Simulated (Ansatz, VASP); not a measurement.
Ir: VASP beside Ansatz

```
Ir
1.0
     0.00000    1.88940    2.04112
     1.88940    0.00000    2.04112
     1.88940    1.88940    0.00000
Ir
1
Direct
  0.00000 0.00000 0.00000
```

Alike in both runs: task single point; functional LDA; k mesh 22 × 22 × 22; occupations gaussian, width 0.15 eV; no spin polarisation.

|  | VASP | Ansatz |
| --- | --- | --- |
| version | VASP 6.6.1 | Ansatz 0.2.0 |
| potentials or method | VASP PAW LDA potentials, release 64 (Ir), cutoff 520 eV | scalar-relativistic, plane waves, PAW |
| valence electrons in the cell | 9 | 17 |

```tsv
	VASP	Ansatz	Ansatz less VASP
gap on the k mesh at the Fermi level (eV)	none	none	-
pressure (GPa)	-14.8	-16.9	-2.08
traceless stress, the component that is largest in VASP (GPa)	-17.72	-17.78	-0.060
```

LDA's correlation is that of Perdew and Zunger in VASP and of Perdew and Wang (1992) in Ansatz. A gap of «none» marks a metal or a gap that the smearing closes. VASP's potentials hold 9 valence electrons a cell and Ansatz's 17, so a difference there can come from the potentials and not from the codes.

Neither program's run includes spin-orbit coupling.
